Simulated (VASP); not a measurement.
A run of VASP 6.6.1 is set up as follows.

Contents of INCAR:

```
SYSTEM = Ni
ALGO = Normal
EDIFF = 1E-6
ENCUT = 520
ISIF = 2
ISMEAR = -1
LASPH = .TRUE.
LCHARG = .FALSE.
LREAL = .FALSE.
LWAVE = .FALSE.
NBANDS = 28
NELM = 60
PREC = Accurate
SIGMA = 0.1
```

Contents of KPOINTS:

```
k-points
0
G
  20 20 6
  0 0 0
```

The input POSCAR:

```
Ni
1.0
    2.4177457299      0.0000000000      0.0000000000
   -1.2088728649      2.0938292220      0.0000000000
    0.0000000000      0.0000000000      7.9214682383
Ni
4
Direct
    0.0000000000      1.0000000000      0.0000000000
    1.0000000000      1.0000000000      0.5000000000
    0.3333333333      0.6666666667      0.2500000000
    0.6666666667      0.3333333333      0.7500000000
```

Potentials or basis: VASP PAW LDA potentials, release 64 (Ni).

The run is started by

```bash
$ cat potpaw_LDA.64/Ni/POTCAR > POTCAR
$ mpirun -np 1 vasp_std > vasp.out
```

(1) Predict the band gap on the k mesh.

(2) Estimate the pressure.

Results:

(1) zero (bands 20 and 21 overlap by 0.64 eV).

(2) -0.1 GPa.

Caveat: the run has no spin polarisation, though such a crystal can be magnetic.
